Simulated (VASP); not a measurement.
Input of a VASP 6.6.1 run:

File INCAR:

```
PREC     = Accurate       # precision mode
ENCUT    = 520            # plane-wave cutoff, eV
EDIFF    = 1E-7           # SCF threshold, eV
ISMEAR   = 0              # smearing method
SIGMA    = 0.1            # smearing width, eV
LREAL    = False          # projectors in reciprocal space
LASPH    = True           # aspherical terms in the spheres
NELM     = 100            # most SCF steps
ALGO     = Normal         # electronic algorithm
ISIF     = 2              # what is computed and relaxed
LWAVE    = False          # write WAVECAR
LCHARG   = True           # write CHGCAR
GGA      = PE             # functional
LELF     = True           # ELF
LVHAR    = True         
NBANDS   = 17             # bands
```

File KPOINTS:

```
Automatic mesh
0
Gamma
  14 14 14
```

The input POSCAR:

```
SrHf
1.0
    0.0000000000      3.5556195743      3.5556195743
    3.5556195743      0.0000000000      3.5556195743
    3.5556195743      3.5556195743      0.0000000000
Sr Hf
1 1
Direct
    0.0000000000      0.0000000000      0.0000000000
    0.2500000000      0.2500000000      0.2500000000
```

Potentials or basis: VASP PAW PBE potentials, release 64 (Sr_sv, Hf_pv).

Run with:

```sh
$ cat potpaw_PBE.64/Sr_sv/POTCAR potpaw_PBE.64/Hf_pv/POTCAR > POTCAR
$ mpirun -np 1 vasp_std > vasp.out
```

(1) Estimate the pressure.

(2) Predict the band gap on the k mesh.

Results:

(1) 0.0 GPa.

(2) zero (band 10 reaches 1.53 eV, above the bottom of band 11 at 1.02 eV).

Caveat: spin-orbit coupling is left out, which moves the levels of the heavy elements.
